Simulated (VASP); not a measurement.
# Ti12B24F (a cell with a defect) (F interstitial hop) in VASP: a series of runs, part 3 of 3

VASP 6.6.1. Earlier steps stand in the parts before.

## 6. Relaxation of the atoms, PBE

File INCAR:

```
PREC = Accurate
ENCUT = 520
EDIFF = 1E-7
ISMEAR = 1
SIGMA = 0.1
LREAL = Auto
LASPH = T
NELM = 60
ALGO = Normal
ISIF = 2
LWAVE = F
LCHARG = F
GGA = PE
IBRION = 2
NSW = 90
EDIFFG = -0.02
```

File KPOINTS:

```
Automatic mesh
0
Gamma
  1 1 1
```

File POSCAR:

```
Ti12B24F
1.0
    6.0635047200      0.0000000600      0.0000000000
   -4.5476286100      7.8767236400      0.0000000000
    0.0000000000      0.0000000000      6.4483601600
Ti B F
12 24 1
Direct
    0.0000000000      0.0000000000      0.0000000000
    0.0000000000      0.0000000000      0.5000000000
    0.0000000000      0.3333333300      0.0000000000
    0.0000000000      0.3333333300      0.5000000000
    0.0000000000      0.6666666700      0.0000000000
    0.0000000000      0.6666666700      0.5000000000
    0.5000000000      0.0000000000      0.0000000000
    0.5000000000      0.0000000000      0.5000000000
    0.5000000000      0.3333333300      0.0000000000
    0.5000000000      0.3333333300      0.5000000000
    0.5000000000      0.6666666700      0.0000000000
    0.5000000000      0.6666666700      0.5000000000
    0.1666666700      0.2222222200      0.2500000000
    0.3333333300      0.1111111100      0.2500000000
    0.1666666700      0.2222222200      0.7500000000
    0.3333333300      0.1111111100      0.7500000000
    0.1666666700      0.5555555600      0.2500000000
    0.3333333300      0.4444444400      0.2500000000
    0.1666666700      0.5555555600      0.7500000000
    0.3333333300      0.4444444400      0.7500000000
    0.1666666700      0.8888888900      0.2500000000
    0.3333333300      0.7777777800      0.2500000000
    0.1666666700      0.8888888900      0.7500000000
    0.3333333300      0.7777777800      0.7500000000
    0.6666666700      0.2222222200      0.2500000000
    0.8333333300      0.1111111100      0.2500000000
    0.6666666700      0.2222222200      0.7500000000
    0.8333333300      0.1111111100      0.7500000000
    0.6666666700      0.5555555600      0.2500000000
    0.8333333300      0.4444444400      0.2500000000
    0.6666666700      0.5555555600      0.7500000000
    0.8333333300      0.4444444400      0.7500000000
    0.6666666700      0.8888888900      0.2500000000
    0.8333333300      0.7777777800      0.2500000000
    0.6666666700      0.8888888900      0.7500000000
    0.8333333300      0.7777777800      0.7500000000
    0.1179740000      0.2059910000      0.0000000000
```

Potentials or basis: VASP PAW PBE potentials, release 64 (Ti_sv, B, F).

The run is started by

```
> cat potpaw_PBE.64/Ti_sv/POTCAR potpaw_PBE.64/B/POTCAR potpaw_PBE.64/F/POTCAR > POTCAR
> mpirun -np 1 vasp_gam > vasp.out
```

OUTCAR:

```text
PREC = Accurate
   ENCUT = 520
   EDIFF = 1E-7
   ISMEAR = 1
   LREAL = Auto
   LASPH = T
   NELM = 60
   ISIF = 2
   GGA = PE
   IBRION = 2
   NSW = 90
   EDIFFG = -0.02

 ion  position               nearest neighbor table
   1  0.000  0.000  0.000-  37 1.64  15 2.38  34 2.38  36 2.38  13 2.38  14 2.38  35 2.38  16 2.38
                            33 2.38  23 2.38  26 2.38  28 2.38  21 2.38
   2  0.000  0.000  0.500-  13 2.38  15 2.38  34 2.38  36 2.38  33 2.38  14 2.38  35 2.38  16 2.38
                            21 2.38  23 2.38  26 2.38  28 2.38
   3  0.000  0.333  0.000-  37 1.64  28 2.38  26 2.38  18 2.38  27 2.38  20 2.38  25 2.38  32 2.38
                            30 2.38  15 2.38  13 2.38  17 2.38  19 2.38
   4  0.000  0.333  0.500-  26 2.38  28 2.38  25 2.38  18 2.38  27 2.38  20 2.38  30 2.38  32 2.38
                            13 2.38  15 2.38  19 2.38  17 2.38
   5  0.000  0.667  0.000-  21 2.38  23 2.38  22 2.38  24 2.38  29 2.38  31 2.38  17 2.38  19 2.38
                            34 2.38  36 2.38  30 2.38  32 2.38
[... 799 lines left out ...]
 E-fermi :  10.2616     XC(G=0): -12.8536

 val. band max:       10.2610022160   @ k =   0.0000   0.0000   0.0000
 cond. band min:      10.4748862238   @ k =   0.0000   0.0000   0.0000
 fundamental gap:      0.2138840078
 Fermi energy:        10.2616094861

 k-point     1 :       0.0000    0.0000    0.0000
  band No.  band energies     occupation
      1     -46.9131      2.00000
      2     -46.8948      2.00000
      3     -46.8395      2.00000
      4     -46.8197      2.00000
      5     -46.7789      2.00000
      6     -46.6978      2.00000
[... 115 lines left out ...]
    122      11.8831     -0.00000
    123      11.9849     -0.00000
 [bands above 123 left out]

------------------------ aborting loop because EDIFF is reached ----------------------------------------

  FORCE on cell =-STRESS in cart. coord.  units (eV):
  Direction    XX          YY          ZZ          XY          YZ          ZX
  --------------------------------------------------------------------------------------
  -------------------------------------------------------------------------------------
  Total       26.0277904     23.4408942     23.6518016      3.4804144      0.0000000      0.0000000
  in kB      135.4033056    121.9456016    123.0427964     18.1060172      0.0000000      0.0000000
  external PRESSURE =     126.7972345 kB  Pullay stress =       0.0000000 kB
[... 52 lines left out ...]
  FREE ENERGIE OF THE ION-ELECTRON SYSTEM (eV)
  ---------------------------------------------------
  free  energy   TOTEN  =      -286.4357105612 eV

  energy  without entropy=     -286.4099557433  energy(sigma->0) =     -286.42712562

 reached required accuracy - stopping structural energy minimisation
```

OSZICAR:

```text
N       E                     dE             d eps       ncg     rms          rms(c)
DAV:   1     0.402438120582E+04    0.40244E+04   -0.11792E+05   266   0.207E+03
DAV:   2     0.578044005378E+03   -0.34463E+04   -0.33492E+04   266   0.661E+02
DAV:   3    -0.218719448051E+03   -0.79676E+03   -0.75735E+03   338   0.258E+02
[... 311 lines left out ...]
DAV:   3    -0.286435714796E+03   -0.63768E-05   -0.21175E-04   404   0.678E-02    0.165E-02
DAV:   4    -0.286435712672E+03    0.21242E-05   -0.22201E-05   372   0.343E-02    0.124E-02
DAV:   5    -0.286435710418E+03    0.22534E-05   -0.14039E-05   372   0.267E-02    0.421E-03
DAV:   6    -0.286435710638E+03   -0.21980E-06   -0.46440E-06   396   0.128E-02    0.268E-03
DAV:   7    -0.286435710561E+03    0.76921E-07   -0.88683E-07   324   0.695E-03
  24 F= -.28643571E+03 E0= -.28642713E+03  d E =-.652586E-04
```

CONTCAR:

```text
Ti12B24F
   1.00000000000000
     6.0635047200000001    0.0000000600000000    0.0000000000000000
    -4.5476286100000003    7.8767236399999998    0.0000000000000000
     0.0000000000000000    0.0000000000000000    6.4483601600000000
  Ti              B               F
    12    24     1
Direct
     0.9570379271582288    0.9709257730227893    0.0000000000000000
     0.9809036335919111    0.9897639082424954    0.5000000000000000
     0.9997077329466459    0.3498800349171797    0.0000000000000000
     0.9940630103872176    0.3373818847679989    0.5000000000000000
     0.0037463313133233    0.6676960886232179    0.0000000000000000
     0.0028098860080976    0.6685691183744930    0.5000000000000000
[... 29 lines left out ...]
     0.8335529136800912    0.7825641170104872    0.7470107356837464
     0.1764107369750722    0.2090347178838307    0.0000000000000000

  0.00000000E+00  0.00000000E+00  0.00000000E+00
  0.00000000E+00  0.00000000E+00  0.00000000E+00
  0.00000000E+00  0.00000000E+00  0.00000000E+00
  0.00000000E+00  0.00000000E+00  0.00000000E+00
  0.00000000E+00  0.00000000E+00  0.00000000E+00
  0.00000000E+00  0.00000000E+00  0.00000000E+00
[... 29 lines left out ...]
  0.00000000E+00  0.00000000E+00  0.00000000E+00
  0.00000000E+00  0.00000000E+00  0.00000000E+00
```

Wall time 19 min (1 thread of Intel Xeon 6975P-C (Granite Rapids), shared host); peak memory 0.42 GiB.

Results:

```
Free energy                  : -286.4357 eV
Energy gained by relaxing    : 160.2 meV/atom
Ionic steps                  : 24
Pressure after relaxing      : 12.7 GPa
Largest force after relaxing : 0.017 eV/Å
```

Forces on the atoms (eV/Å):
```
Ti  -0.008 -0.009  0.000
Ti  -0.007  0.001  0.000
Ti  -0.003  0.007  0.000
Ti   0.003  0.001  0.000
Ti  -0.002 -0.002  0.000
Ti  -0.002 -0.001  0.000
Ti  -0.001  0.003  0.000
Ti  -0.002  0.006  0.000
Ti   0.000 -0.005  0.000
Ti  -0.004 -0.004  0.000
Ti   0.000  0.002  0.000
Ti   0.001  0.001  0.000
B   -0.001 -0.002  0.000
B    0.010  0.002 -0.004
B   -0.001 -0.002  0.000
B    0.010  0.002  0.004
B    0.002 -0.001 -0.001
B   -0.004  0.000 -0.004
B    0.002 -0.001  0.001
B   -0.004  0.000  0.004
B    0.002 -0.003  0.001
B   -0.002  0.000  0.000
B    0.002 -0.003 -0.001
B   -0.002  0.000  0.000
B   -0.005 -0.005 -0.001
B   -0.004  0.001  0.000
B   -0.005 -0.005  0.001
B   -0.004  0.001  0.000
B    0.002  0.000 -0.001
B    0.000 -0.001  0.000
B    0.002  0.000  0.001
B    0.000 -0.001  0.000
B    0.008 -0.002  0.003
B    0.001  0.002 -0.002
B    0.008 -0.002 -0.003
B    0.001  0.002  0.002
F    0.007  0.016  0.000
```

The path:
```csv
step,energy change (eV),largest force (eV/Å),pressure (GPa)
1,0.0000,12.4704,15.98
2,-0.8039,9.9576,17.47
3,-4.1809,2.4980,12.42
4,-5.2653,1.3969,12.47
5,-5.2890,1.6814,12.65
6,-5.6472,0.9879,12.63
7,-5.6508,1.0070,12.68
8,-5.7974,0.7430,12.44
9,-5.7976,0.7922,12.44
10,-5.8693,0.4096,12.53
11,-5.8709,0.5242,12.56
12,-5.8996,0.3872,12.71
13,-5.8996,0.3818,12.71
14,-5.9162,0.1607,12.71
15,-5.9171,0.1752,12.71
16,-5.9237,0.0960,12.68
17,-5.9239,0.1138,12.67
18,-5.9256,0.0621,12.68
19,-5.9257,0.0460,12.68
20,-5.9262,0.0425,12.68
21,-5.9262,0.0396,12.68
22,-5.9264,0.0222,12.68
23,-5.9264,0.0220,12.68
24,-5.9265,0.0172,12.68
```

Final structure:
```yaml
crystal:
  lattice:
    - [6.06350, 0.00000, 0.00000]
    - [-4.54763, 7.87672, 0.00000]
    - [0.00000, 0.00000, 6.44836]
  atoms:
    - { symbol: Ti, position: [0.95704, 0.97093, 0.00000] }
    - { symbol: Ti, position: [0.98090, 0.98976, 0.50000] }
    - { symbol: Ti, position: [0.99971, 0.34988, 0.00000] }
    - { symbol: Ti, position: [0.99406, 0.33738, 0.50000] }
    - { symbol: Ti, position: [0.00375, 0.66770, 0.00000] }
    - { symbol: Ti, position: [0.00281, 0.66857, 0.50000] }
    - { symbol: Ti, position: [0.49261, 0.99714, 0.00000] }
    - { symbol: Ti, position: [0.48742, 0.99223, 0.50000] }
    - { symbol: Ti, position: [0.53961, 0.35454, 0.00000] }
    - { symbol: Ti, position: [0.51344, 0.34679, 0.50000] }
    - { symbol: Ti, position: [0.48917, 0.65826, 0.00000] }
    - { symbol: Ti, position: [0.49594, 0.66583, 0.50000] }
    - { symbol: B, position: [0.16114, 0.21387, 0.30940] }
    - { symbol: B, position: [0.34090, 0.11747, 0.27520] }
    - { symbol: B, position: [0.16114, 0.21387, 0.69060] }
    - { symbol: B, position: [0.34090, 0.11747, 0.72480] }
    - { symbol: B, position: [0.16459, 0.55001, 0.25446] }
    - { symbol: B, position: [0.33881, 0.45189, 0.26117] }
    - { symbol: B, position: [0.16459, 0.55001, 0.74554] }
    - { symbol: B, position: [0.33881, 0.45189, 0.73883] }
    - { symbol: B, position: [0.16314, 0.88457, 0.25056] }
    - { symbol: B, position: [0.33488, 0.78512, 0.25080] }
    - { symbol: B, position: [0.16314, 0.88457, 0.74944] }
    - { symbol: B, position: [0.33488, 0.78512, 0.74920] }
    - { symbol: B, position: [0.66036, 0.21405, 0.25721] }
    - { symbol: B, position: [0.83172, 0.11538, 0.26471] }
    - { symbol: B, position: [0.66036, 0.21405, 0.74279] }
    - { symbol: B, position: [0.83172, 0.11538, 0.73529] }
    - { symbol: B, position: [0.66440, 0.55044, 0.25447] }
    - { symbol: B, position: [0.83973, 0.45179, 0.25027] }
    - { symbol: B, position: [0.66440, 0.55044, 0.74553] }
    - { symbol: B, position: [0.83973, 0.45179, 0.74973] }
    - { symbol: B, position: [0.65934, 0.88183, 0.25016] }
    - { symbol: B, position: [0.83355, 0.78256, 0.25299] }
    - { symbol: B, position: [0.65934, 0.88183, 0.74984] }
    - { symbol: B, position: [0.83355, 0.78256, 0.74701] }
    - { symbol: F, position: [0.17641, 0.20903, 0.00000] }
```

Caveat: the k points lie up to 1.20 Å⁻¹ apart; an odd number of electrons without spin polarisation forces a metal; a magnetic or distorted state may lie lower.

## 7. Relaxation of the atoms, PBE

File INCAR:

```
  PREC = Accurate
  ENCUT = 520
  EDIFF = 1E-6
  ISMEAR = 1
  SIGMA = 0.1
  LREAL = Auto
  LASPH = True
  NELM = 80
  ALGO = Normal
  ISIF = 2
  LWAVE = False
  LCHARG = False
  GGA = PE
  IBRION = 2
  NSW = 90
  EDIFFG = -0.02
```

KPOINTS is that of step 6.

File POSCAR:

```
Ti12B24F
1.0
    6.0635047200      0.0000000600      0.0000000000
   -4.5476286100      7.8767236400      0.0000000000
    0.0000000000      0.0000000000      6.4483601600
Ti B F
12 24 1
Direct
    0.0000000000      0.0000000000      0.0000000000
   -0.0179300900     -0.0109082100      0.5000233600
    0.0000000000      0.3333333300      0.0000000000
   -0.0044091700      0.3367551100      0.4999455800
    0.0050653200      0.6670976700     -0.0000438600
    0.0042019100      0.6679585000      0.5001393000
    0.5000000000      0.0000000000      0.0000000000
    0.4888561200     -0.0083437000      0.4999569000
    0.5000000000      0.3333333300      0.0000000000
    0.5147393000      0.3461342500      0.5000023700
    0.4906407200      0.6576536500      0.0000678500
    0.4972749900      0.6651438100      0.4999734100
    0.1666666700      0.2222222200      0.2500000000
    0.3333333300      0.1111111100      0.2500000000
    0.1666666700      0.2222222200      0.7500000000
    0.3333333300      0.1111111100      0.7500000000
    0.1659604100      0.5493674000      0.2543703700
    0.3333333300      0.4444444400      0.2500000000
    0.1658599800      0.5493032300      0.7455613500
    0.3333333300      0.4444444400      0.7500000000
    0.1644975600      0.8838864000      0.2505745300
    0.3363257900      0.7845917800      0.2507572300
    0.1644864500      0.8839411600      0.7493915000
    0.3362675000      0.7845885300      0.7491868800
    0.6666666700      0.2222222200      0.2500000000
    0.8333333300      0.1111111100      0.2500000000
    0.6666666700      0.2222222200      0.7500000000
    0.8333333300      0.1111111100      0.7500000000
    0.6657452200      0.5497882300      0.2544158800
    0.8411876500      0.4512494600      0.2501783400
    0.6657041200      0.5497436200      0.7455826100
    0.8410774600      0.4511850300      0.7498259900
    0.6666666700      0.8888888900      0.2500000000
    0.8350592100      0.7821398700      0.2529002800
    0.6666666700      0.8888888900      0.7500000000
    0.8350402200      0.7821073300      0.7471561600
   -0.1179740000      0.1273420000      0.0000000000
```

The run is started by

```
> cat potpaw_PBE.64/Ti_sv/POTCAR potpaw_PBE.64/B/POTCAR potpaw_PBE.64/F/POTCAR > POTCAR
> mpirun -np 1 vasp_gam > vasp.out
```

It took 15 min on 1 thread of Intel Xeon 6975P-C (Granite Rapids), shared host; peak memory 0.42 GiB.

It converged, with:

| Quantity | Value |
| --- | --- |
| Free energy | -286.4359 eV |
| Energy gained by relaxing | 172.5 meV/atom |
| Ionic steps | 22 |
| Pressure after relaxing | 12.7 GPa |
| Largest force after relaxing | 0.015 eV/Å |

Forces on the atoms (eV/Å):
```
Ti   0.004 -0.005 -0.003
Ti   0.002 -0.004  0.001
Ti   0.010  0.011  0.000
Ti  -0.004 -0.006  0.000
Ti  -0.001 -0.002  0.000
Ti   0.004 -0.009  0.002
Ti   0.002  0.001  0.000
Ti  -0.002  0.006  0.000
Ti  -0.002 -0.001  0.000
Ti  -0.001 -0.001  0.000
Ti  -0.003 -0.002  0.000
Ti  -0.003  0.002  0.000
B    0.005 -0.002 -0.006
B    0.002  0.003 -0.002
B    0.005 -0.002  0.005
B    0.002  0.003  0.001
B   -0.006 -0.001 -0.001
B   -0.002  0.000 -0.001
B   -0.006 -0.001  0.001
B   -0.002  0.000  0.002
B   -0.002  0.002  0.000
B    0.005  0.000  0.001
B   -0.002  0.002  0.000
B    0.005  0.000 -0.001
B   -0.001  0.000 -0.003
B   -0.006  0.002 -0.003
B   -0.001  0.000  0.003
B   -0.006  0.002  0.003
B    0.000 -0.003  0.001
B    0.001  0.004 -0.001
B    0.000 -0.003 -0.001
B    0.001  0.004  0.000
B    0.001  0.002 -0.001
B    0.001  0.004  0.001
B    0.000  0.001  0.001
B    0.001  0.003 -0.001
F   -0.002 -0.012  0.000
```

Stress tensor (GPa, compression positive):
```
13.56  1.80  0.00
 1.80 12.16  0.00
 0.00  0.00 12.31
```

The path:
```
step  energy change (eV)  largest force (eV/Å)  pressure (GPa)
   1              0.0000               12.3895           16.77
   2             -1.5024                9.9699           17.76
   3             -4.8111                2.5697           12.81
   4             -5.8468                1.5603           12.73
   5             -5.8479                1.5491           12.78
   6             -6.1798                0.7441           12.56
   7             -6.1995                0.7672           12.60
   8             -6.3036                0.4161           12.56
   9             -6.3075                0.4998           12.57
  10             -6.3512                0.2934           12.61
  11             -6.3519                0.3192           12.63
  12             -6.3692                0.2672           12.65
  13             -6.3696                0.3194           12.66
  14             -6.3762                0.2345           12.66
  15             -6.3765                0.1757           12.67
  16             -6.3793                0.0840           12.67
  17             -6.3794                0.0862           12.67
  18             -6.3803                0.0333           12.67
  19             -6.3803                0.0397           12.68
  20             -6.3806                0.0218           12.67
  21             -6.3806                0.0244           12.68
  22             -6.3807                0.0145           12.68
```

Final structure:
```yaml
crystal:
  lattice:
    - [6.06350, 0.00000, 0.00000]
    - [-4.54763, 7.87672, 0.00000]
    - [0.00000, 0.00000, 6.44836]
  atoms:
    - { symbol: Ti, position: [0.00035, 0.98329, 0.00004] }
    - { symbol: Ti, position: [0.00563, 0.99579, 0.49999] }
    - { symbol: Ti, position: [0.04280, 0.36208, 0.00000] }
    - { symbol: Ti, position: [0.01912, 0.34331, 0.50000] }
    - { symbol: Ti, position: [0.99622, 0.66541, 0.00000] }
    - { symbol: Ti, position: [0.99705, 0.66455, 0.50001] }
    - { symbol: Ti, position: [0.46007, 0.97868, 0.00001] }
    - { symbol: Ti, position: [0.48661, 0.98642, 0.50000] }
    - { symbol: Ti, position: [0.50747, 0.33601, 0.00000] }
    - { symbol: Ti, position: [0.51261, 0.34092, 0.50000] }
    - { symbol: Ti, position: [0.51070, 0.67493, 0.00002] }
    - { symbol: Ti, position: [0.50400, 0.66727, 0.50000] }
    - { symbol: B, position: [0.16819, 0.21769, 0.26473] }
    - { symbol: B, position: [0.33950, 0.11899, 0.25723] }
    - { symbol: B, position: [0.16820, 0.21769, 0.73526] }
    - { symbol: B, position: [0.33950, 0.11899, 0.74278] }
    - { symbol: B, position: [0.16636, 0.55044, 0.25297] }
    - { symbol: B, position: [0.34052, 0.45120, 0.25017] }
    - { symbol: B, position: [0.16636, 0.55044, 0.74704] }
    - { symbol: B, position: [0.34053, 0.45121, 0.74983] }
    - { symbol: B, position: [0.16009, 0.88122, 0.25032] }
    - { symbol: B, position: [0.33542, 0.78261, 0.25449] }
    - { symbol: B, position: [0.16010, 0.88122, 0.74969] }
    - { symbol: B, position: [0.33541, 0.78261, 0.74551] }
    - { symbol: B, position: [0.65896, 0.21555, 0.27517] }
    - { symbol: B, position: [0.83877, 0.11919, 0.30936] }
    - { symbol: B, position: [0.65895, 0.21556, 0.72481] }
    - { symbol: B, position: [0.83876, 0.11919, 0.69061] }
    - { symbol: B, position: [0.66506, 0.54794, 0.25080] }
    - { symbol: B, position: [0.83673, 0.44845, 0.25059] }
    - { symbol: B, position: [0.66507, 0.54794, 0.74920] }
    - { symbol: B, position: [0.83673, 0.44845, 0.74941] }
    - { symbol: B, position: [0.66105, 0.88113, 0.26116] }
    - { symbol: B, position: [0.83521, 0.78300, 0.25441] }
    - { symbol: B, position: [0.66104, 0.88112, 0.73883] }
    - { symbol: B, position: [0.83522, 0.78301, 0.74559] }
    - { symbol: F, position: [0.82329, 0.12391, 0.99995] }
```

Levels at points of the mesh, in eV from the Fermi level:
| k point | band 110 | band 111 | band 112 | band 113 | band 114 | band 115 |
| --- | --- | --- | --- | --- | --- | --- |
| (0.00, 0.00, 0.00) | -0.59 | -0.45 | 0.00 | 0.21 | 0.31 | 0.54 |

Caveat: the k points lie up to 1.20 Å⁻¹ apart; an odd number of electrons without spin polarisation forces a metal; a magnetic or distorted state may lie lower.
